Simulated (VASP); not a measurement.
# Be2CdS2 (P-3m1) in VASP: notebook

Be2CdS2 is run at these levels: PBE; tasks: single point, relaxation of cell and atoms.

Everything below comes from runs of VASP 6.6.1. Logs are shortened: lines on timing, memory, paths and dates and some standing lists are left out, and cuts for length are marked.

## (1) The cell of the first run

Symmetry: P-3m1, No. 164, trigonal system. The conventional cell has a = 3.596 Å, b = 3.596 Å, c = 6.195 Å, α = 90.00°, β = 90.00°, γ = 120.00°. Be (site symmetry 3m) has 4 S at 2.19 to 2.21 Å and 3 Be at 2.57 Å within 2.9 Å. Cd (site symmetry -3m) has 6 S at 2.65 Å and 6 Be at 3.13 Å within 3.5 Å. S (site symmetry 3m) has 4 Be at 2.19 to 2.21 Å and 3 Cd at 2.65 Å within 2.9 Å.

## (2) Single point, PBE

INCAR

```
  PREC = Accurate
  ENCUT = 520
  EDIFF = 1E-6
  ISMEAR = 0
  SIGMA = 0.1
  LREAL = F
  LASPH = T
  NELM = 60
  ALGO = Normal
  ISIF = 2
  LWAVE = F
  LCHARG = F
  GGA = PE
  NBANDS = 22
```

KPOINTS

```
Automatic mesh
0
Gamma
  6 6 4
```

POSCAR

```
Be2CdS2
1.0
    3.5962109200      0.0000000000      0.0000000000
   -1.7981054600      3.1144100100      0.0000000000
    0.0000000000      0.0000000000      6.1945983100
Be Cd S
2 1 2
Direct
    0.3333333300      0.6666666700      0.3772999900
    0.6666666700      0.3333333300      0.6227000100
    0.0000000000      0.0000000000      0.0000000000
    0.3333333300      0.6666666700      0.7346000100
    0.6666666700      0.3333333300      0.2653999900
```

Potentials or basis: VASP PAW PBE potentials, release 64 (Be, Cd, S).

Run with:

```bash
$ cat potpaw_PBE.64/Be/POTCAR potpaw_PBE.64/Cd/POTCAR potpaw_PBE.64/S/POTCAR > POTCAR
$ mpirun -np 1 vasp_std > vasp.out
```

OUTCAR:

```text
PREC = Accurate
   ENCUT = 520
   EDIFF = 1E-6
   ISMEAR = 0
   LREAL = F
   LASPH = T
   NELM = 60
   ISIF = 2
   GGA = PE

 ion  position               nearest neighbor table
   1  0.333  0.667  0.377-   5 2.19   5 2.19   5 2.19   4 2.21
   2  0.667  0.333  0.623-   4 2.19   4 2.19   4 2.19   5 2.21
   3  0.000  0.000  0.000-   4 2.65   5 2.65   4 2.65   5 2.65   5 2.65   4 2.65
   4  0.333  0.667  0.735-   2 2.19   2 2.19   2 2.19   1 2.21   3 2.65   3 2.65   3 2.65
   5  0.667  0.333  0.265-   1 2.19   1 2.19   1 2.19   2 2.21   3 2.65   3 2.65   3 2.65

  LATTYP: Found a hexagonal cell.
 ALAT       =     3.5962109200
 C/A-ratio  =     1.7225347589

  Lattice vectors:

 A1 = (   3.5962109200,   0.0000000000,   0.0000000000)
 A2 = (  -1.7981054600,   3.1144100100,   0.0000000000)
 A3 = (   0.0000000000,   0.0000000000,   6.1945983100)

Analysis of symmetry for initial positions (statically):
=====================================================================
 Subroutine PRICEL returns:
 Original cell was already a primitive cell.

 Routine SETGRP: Setting up the symmetry group for a
 hexagonal supercell.

 Subroutine GETGRP returns: Found 12 space group operations
 (whereof 12 operations were pure point group operations)
 out of a pool of 24 trial point group operations.

The static configuration has the point symmetry D_3d.

Analysis of symmetry for dynamics (positions and initial velocities):
=====================================================================
 Subroutine PRICEL returns:
 Original cell was already a primitive cell.

 Routine SETGRP: Setting up the symmetry group for a
 hexagonal supercell.

 Subroutine GETGRP returns: Found 12 space group operations
 (whereof 12 operations were pure point group operations)
 out of a pool of 24 trial point group operations.

The dynamic configuration has the point symmetry D_3d.

 Subroutine INISYM returns: Found 12 space group operations
 (whereof 12 operations are pure point group operations),
 and found     1 'primitive' translations

----------------------------------------------------------------------------------------

                                     Primitive cell

  volume of cell :      69.3800

  direct lattice vectors                    reciprocal lattice vectors
     3.596210920  0.000000000  0.000000000     0.278070453  0.160544051  0.000000000
    -1.798105460  3.114410010  0.000000000     0.000000000  0.321088102  0.000000000
     0.000000000  0.000000000  6.194598310     0.000000000  0.000000000  0.161430968

  length of vectors
     3.596210920  3.596210916  6.194598310     0.321088102  0.321088102  0.161430968

  position of ions in fractional coordinates (direct lattice)
     0.333333330  0.666666670  0.377299990
     0.666666670  0.333333330  0.622700010
     0.000000000  0.000000000  0.000000000
     0.333333330  0.666666670  0.734600010
     0.666666670  0.333333330  0.265399990

  ion indices of the primitive-cell ions
   primitive index   ion index
                 1           1
                 2           2
                 3           3
                 4           4
                 5           5

----------------------------------------------------------------------------------------

 KPOINTS: Automatic mesh

Automatic generation of k-mesh.
 Grid dimensions read from file:
 generate k-points for:    6    6    4

 Generating k-lattice:

  Cartesian coordinates                     Fractional coordinates (reciprocal lattice)
     0.046345076  0.026757342  0.000000000     0.166666667  0.000000000  0.000000000
     0.000000000  0.053514684  0.000000000     0.000000000  0.166666667  0.000000000
     0.000000000  0.000000000  0.040357742     0.000000000  0.000000000  0.250000000

  Length of vectors
     0.053514684  0.053514684  0.040357742

  Shift w.r.t. Gamma in fractional coordinates (k-lattice)
     0.000000000  0.000000000  0.000000000

 Subroutine IBZKPT returns following result:
 ===========================================

 Found     24 irreducible k-points:

 Following reciprocal coordinates:
            Coordinates               Weight
  0.000000  0.000000  0.000000      1.000000
  0.166667  0.000000  0.000000      6.000000
  0.333333  0.000000  0.000000      6.000000
  0.500000  0.000000  0.000000      3.000000
  0.166667  0.166667  0.000000      6.000000
  0.333333  0.166667  0.000000     12.000000
[... 16 lines left out ...]
  0.333333  0.166667  0.500000     12.000000
  0.333333  0.333333  0.500000      2.000000
   k-points           NKPTS =     24   k-points in BZ     NKDIM =     24   number of bands    NBANDS=     22
   number of dos      NEDOS =    301   number of ions     NIONS =      5
   total plane-waves  NPLWV =  37632
   dimension x,y,z NGX =    28 NGY =   28 NGZ =   48
   dimension x,y,z NGXF=    56 NGYF=   56 NGZF=   96
   ions per type =               2   1   2
   NGX,Y,Z   is equivalent  to a cutoff of  12.94, 12.94, 12.88 a.u.
   NGXF,Y,Z  is equivalent  to a cutoff of  25.89, 25.89, 25.76 a.u.
 SYSTEM =  unknown system
   PREC   = accura    normal or accurate (medium, high low for compatibility)
   ISTART =      0    job   : 0-new  1-cont  2-samecut
   ICHARG =      2    charge: 1-file 2-atom 10-const
   ISPIN  =      1    spin polarized calculation?
   LNONCOLLINEAR =      F non collinear calculations
   LSORBIT =      F    spin-orbit coupling
   LASPH  =      T    aspherical Exc in radial PAW
   ENCUT  =  520.0 eV  38.22 Ry    6.18 a.u.   6.69  6.69 11.52*2*pi/ulx,y,z
   NELM   =     60;   NELMIN=  2; NELMDL= -5     # of ELM steps
   EDIFF  = 0.1E-05   stopping-criterion for ELM
   LREAL  =      F    real-space projection
   EDIFFG = 0.1E-04   stopping-criterion for IOM
   NSW    =      0    number of steps for IOM
   IBRION =     -1    ionic relax: 0-MD 1-quasi-New 2-CG
   NFREE  =      0    steps in history (QN), initial steepest desc. (CG)
   ISIF   =      2    stress and relaxation
   ISYM   =      2    0-nonsym 1-usesym 2-fastsym
   POTIM  = 0.5000    time-step for ionic-motion
   TEBEG  =    0.0;   TEEND  =   0.0 temperature during run
   PSTRESS=    0.0 pullay stress
   NELECT =      28.0000    total number of electrons
   NUPDOWN=      -1.0000    fix difference up-down
   EMIN   =  10.00;   EMAX   =-10.00  energy-range for DOS
   EFERMI =   0.00;   METHOD = LEGACY
   ISMEAR =     0;   SIGMA  =   0.10  broadening in eV -4-tet -1-fermi 0-gaus
   EFERMI_NEDOS =   21; number of points for ismear=-14 and -15
   IALGO  =     38    algorithm
   IMIX   =      4    mixing-type and parameters
     AMIX     =   0.40;   BMIX     =  1.00
     AMIX_MAG =   1.60;   BMIX_MAG =  1.00
  volume/ion in A,a.u.               =      13.88        93.64
  Fermi-wavevector in a.u.,A,eV,Ry     =   1.209807  2.286204 19.913940  1.463633
  Thomas-Fermi vector in A             =   2.345373
   LORBIT       =      0    0 simple, 1 ext, 2 COOP (PROOUT), +10 PAW based schemes
   GGA     = PE    functional components
   LHFCALC =     F    Hartree Fock is set to
   AEXX    =    0.0000 exact exchange contribution
   IVDW    =     0    specifies the selected vdW correction
   LEPSILON=     F    determine dielectric tensor
   LRPA    =     F    only Hartree local field effects (RPA)
 non-spin polarized calculation
 Gauss-broadening in eV      SIGMA  =   0.10
  energy-cutoff  :      520.00
  volume of cell :       69.38
 maximum number of plane-waves:      1907
 NGX is ok and might be reduce to    28
   NGX = 13   NGY = 13   NGZ = 23

 number of electron      28.0000006 magnetization

 Free energy of the ion-electron system (eV)
  ---------------------------------------------------
  ext. energy  EPLUGINS =         0.00000000
  ---------------------------------------------------
  free energy    TOTEN  =       -16.21066477 eV

  energy without entropy =      -16.19935389  energy(sigma->0) =      -16.20500933

 E-fermi :   7.7527     XC(G=0): -10.7743

 val. band max:        7.7436507466   @ k =   0.1667   0.0000   0.5000
 cond. band min:       7.7724656994   @ k =   0.0000   0.0000   0.2500
 fundamental gap:      0.0288149528
 Fermi energy:         7.7527055343

 k-point     1 :       0.0000    0.0000    0.0000
  band No.  band energies     occupation
      1      -9.4307      2.00000
      2      -8.1386      2.00000
      3      -2.7003      2.00000
      4      -2.3100      2.00000
      5      -2.3100      2.00000
      6      -1.9416      2.00000
[... 14 lines left out ...]
     21      13.8202      0.00000
     22      14.3547      0.00000

 k-point     2 :       0.1667    0.0000    0.0000
  band No.  band energies     occupation
      1      -9.1811      2.00000
      2      -8.0325      2.00000
      3      -2.4986      2.00000
      4      -2.2926      2.00000
      5      -2.2589      2.00000
      6      -2.0107      2.00000
[... 14 lines left out ...]
     21      11.7401      0.00000
     22      12.9962      0.00000

 k-point     3 :       0.3333    0.0000    0.0000
  band No.  band energies     occupation
      1      -8.5506      2.00000
      2      -7.8400      2.00000
      3      -2.4197      2.00000
      4      -2.3935      2.00000
      5      -2.2668      2.00000
      6      -1.9508      2.00000
[... 14 lines left out ...]
     21      13.1485      0.00000
     22      13.6273      0.00000

 k-point     4 :       0.5000    0.0000    0.0000
  band No.  band energies     occupation
      1      -8.0264      2.00000
      2      -7.8691      2.00000
      3      -2.8292      2.00000
      4      -2.3809      2.00000
      5      -2.3035      2.00000
      6      -1.7742      2.00000
[... 14 lines left out ...]
     21      14.7776      0.00000
     22      15.5494      0.00000

 k-point     5 :       0.1667    0.1667    0.0000
  band No.  band energies     occupation
      1      -8.7376      2.00000
      2      -7.8764      2.00000
      3      -2.4032      2.00000
      4      -2.3018      2.00000
      5      -2.1354      2.00000
      6      -2.0872      2.00000
[... 14 lines left out ...]
     21      12.5791      0.00000
     22      13.0837      0.00000

 k-point     6 :       0.3333    0.1667    0.0000
  band No.  band energies     occupation
      1      -8.1192      2.00000
      2      -7.7770      2.00000
      3      -2.6184      2.00000
      4      -2.4068      2.00000
      5      -2.2523      2.00000
      6      -1.9543      2.00000
[... 14 lines left out ...]
     21      13.3323      0.00000
     22      13.5538      0.00000

 k-point     7 :       0.3333    0.3333    0.0000
  band No.  band energies     occupation
      1      -7.8083      2.00000
      2      -7.8083      2.00000
      3      -2.5277      2.00000
      4      -2.5277      2.00000
      5      -2.2538      2.00000
      6      -2.0179      2.00000
[... 324 lines left out ...]
      6      -2.0453      2.00000
[... 14 lines left out ...]
     21      13.3127      0.00000
     22      13.5202      0.00000

 k-point    21 :       0.5000    0.0000    0.5000
  band No.  band energies     occupation
      1      -8.1242      2.00000
      2      -7.7389      2.00000
      3      -2.6968      2.00000
      4      -2.3596      2.00000
      5      -2.3423      2.00000
      6      -1.9410      2.00000
[... 14 lines left out ...]
     21      13.6225      0.00000
     22      16.0062      0.00000

 k-point    22 :       0.1667    0.1667    0.5000
  band No.  band energies     occupation
      1      -8.5220      2.00000
      2      -8.1533      2.00000
      3      -2.5657      2.00000
      4      -2.3457      2.00000
      5      -2.1469      2.00000
      6      -2.0972      2.00000
[... 14 lines left out ...]
     21      12.6843      0.00000
     22      13.6206      0.00000

 k-point    23 :       0.3333    0.1667    0.5000
  band No.  band energies     occupation
      1      -8.0995      2.00000
      2      -7.7880      2.00000
      3      -2.5146      2.00000
      4      -2.4181      2.00000
      5      -2.2955      2.00000
      6      -2.0204      2.00000
[... 14 lines left out ...]
     21      13.3045      0.00000
     22      15.1139      0.00000

 k-point    24 :       0.3333    0.3333    0.5000
  band No.  band energies     occupation
      1      -7.8091      2.00000
      2      -7.8091      2.00000
      3      -2.3661      2.00000
      4      -2.3661      2.00000
      5      -2.0814      2.00000
      6      -2.0568      2.00000
[... 14 lines left out ...]
     21      13.2700      0.00000
     22      13.2700      0.00000

------------------------ aborting loop because EDIFF is reached ----------------------------------------

  FORCE on cell =-STRESS in cart. coord.  units (eV):
  Direction    XX          YY          ZZ          XY          YZ          ZX
  --------------------------------------------------------------------------------------
  -------------------------------------------------------------------------------------
  Total        5.1137544      5.1137544     10.1148248     -0.0000000      0.0000000      0.0000000
  in kB      118.0908798    118.0908795    233.5795699     -0.0000000      0.0000000      0.0000000
  external PRESSURE =     156.5871097 kB  Pullay stress =       0.0000000 kB

 VOLUME and BASIS-vectors are now :
 -----------------------------------------------------------------------------
  energy-cutoff  :      520.00
  volume of cell :       69.38
      direct lattice vectors                 reciprocal lattice vectors
     3.596210920  0.000000000  0.000000000     0.278070453  0.160544051  0.000000000
    -1.798105460  3.114410010  0.000000000     0.000000000  0.321088102  0.000000000
     0.000000000  0.000000000  6.194598310     0.000000000  0.000000000  0.161430968

 POSITION                                       TOTAL-FORCE (eV/Angst)
 -----------------------------------------------------------------------------------
     -0.00000      2.07627      2.33722        -0.000000     -0.000000      0.625556
      1.79811      1.03814      3.85738        -0.000000      0.000000     -0.625556
      0.00000      0.00000      0.00000        -0.000000      0.000000      0.000000
     -0.00000      2.07627      4.55055        -0.000000      0.000000     -2.248938
      1.79811      1.03814      1.64405         0.000000     -0.000000      2.248938
 -----------------------------------------------------------------------------------
    total drift:                                0.000000      0.000000      0.000000

  FREE ENERGIE OF THE ION-ELECTRON SYSTEM (eV)
  ---------------------------------------------------
  free  energy   TOTEN  =       -16.2106647695 eV

  energy  without entropy=      -16.1993538911  energy(sigma->0) =      -16.20500933
```

Wall time 15 s (1 thread of Intel Xeon 6975P-C (Granite Rapids), shared host); peak memory 0.2 GiB.

Results:

```yaml
Free_energy: -16.2107 eV
Pressure: 15.7 GPa
Largest_force: 2.249 eV/Å
Band_gap_on_the_k_mesh: zero (band 14 reaches 8.20 eV, above the bottom of band 15 at 6.71 eV)
```

Forces on the atoms (eV/Å):
```
Be   0.000  0.000  0.626
Be   0.000  0.000 -0.626
Cd   0.000  0.000  0.000
S    0.000  0.000 -2.249
S    0.000  0.000  2.249
```

Stress tensor (GPa, compression positive):
```
11.81  0.00  0.00
 0.00 11.81  0.00
 0.00  0.00 23.36
```

Levels at points of the mesh, in eV from the Fermi level:
```
           k point  band 12  band 13  band 14  band 15  band 16  band 17
(0.00, 0.00, 0.00)    -4.20    -4.20    -0.98     0.15     1.64     1.64
(0.50, 0.00, 0.00)    -5.54    -4.44    -0.45     0.25     0.62     1.94
(0.00, 0.00, 0.50)    -3.76    -3.76     0.22     0.78     1.56     1.56
(0.50, 0.00, 0.50)    -5.51    -5.21    -1.19    -1.05     0.58     1.53
```

Caveat: forces of over 1 eV/Å act on the atoms, so gaps and moduli don't describe the material at rest.

## (3) Single point, PBE

This run uses another cell than the first one, of 21.00 Å³/atom, 1.513 times its volume.

Changes to INCAR since step 2:

```diff
@@ -7,3 +7,3 @@
   LASPH = T
-  NELM = 60
+  NELM = 100
   ALGO = Normal
```

KPOINTS is that of step 2.

POSCAR

```
Be2CdS2
1.0
    3.4351152026      0.0000000000      0.0000000000
   -1.7175576013      2.9748970304      0.0000000000
    0.0000000000      0.0000000000     10.2741060854
Be Cd S
2 1 2
Direct
    0.3333333333      0.6666666667      0.4229272764
    0.6666666667      0.3333333333      0.5770727236
    0.0000000000      0.0000000000      0.0000000000
    0.3333333333      0.6666666667      0.6372799821
    0.6666666667      0.3333333333      0.3627200179
```

Potentials or basis: VASP PAW PBE potentials, release 64 (Be, Cd, S).

Run with:

```bash
$ cat potpaw_PBE.64/Be/POTCAR potpaw_PBE.64/Cd/POTCAR potpaw_PBE.64/S/POTCAR > POTCAR
$ mpirun -np 1 vasp_std > vasp.out
```

Wall time 26 s (1 thread of Intel Xeon 6975P-C (Granite Rapids), shared host); peak memory 0.26 GiB.

The run converged. Its results:

```
Free energy            : -19.9710 eV
Pressure               : 0.0 GPa
Largest force          : 0.024 eV/Å
Band gap on the k mesh : zero (band 14 reaches 3.72 eV, above the bottom of band 15 at 3.37 eV)
```

Forces in eV/Å, atoms in the order of the input:
```
Be   0.000  0.000  0.023
Be   0.000  0.000 -0.023
Cd   0.000  0.000  0.000
S    0.000  0.000  0.024
S    0.000  0.000 -0.024
```

Levels at points of the mesh, in eV from the Fermi level:
| k point | band 10 | band 11 | band 12 | band 13 | band 14 | band 15 | band 16 | band 17 | band 18 | band 19 |
| --- | --- | --- | --- | --- | --- | --- | --- | --- | --- | --- |
| (0.00, 0.00, 0.00) | -4.11 | -4.11 | -4.02 | -2.97 | -2.97 | 0.98 | 2.84 | 2.98 | 2.98 | 3.06 |
| (0.50, 0.00, 0.00) | -5.67 | -5.53 | -4.20 | -4.16 | -0.61 | 0.02 | 0.81 | 2.73 | 2.79 | 2.82 |
| (0.00, 0.00, 0.50) | -4.11 | -4.11 | -3.47 | -2.97 | -2.97 | 0.32 | 2.81 | 2.98 | 2.98 | 3.06 |
| (0.50, 0.00, 0.50) | -5.66 | -5.51 | -4.20 | -4.16 | -0.67 | -0.10 | 0.90 | 2.79 | 2.79 | 3.82 |

[end of part 1 of 2]
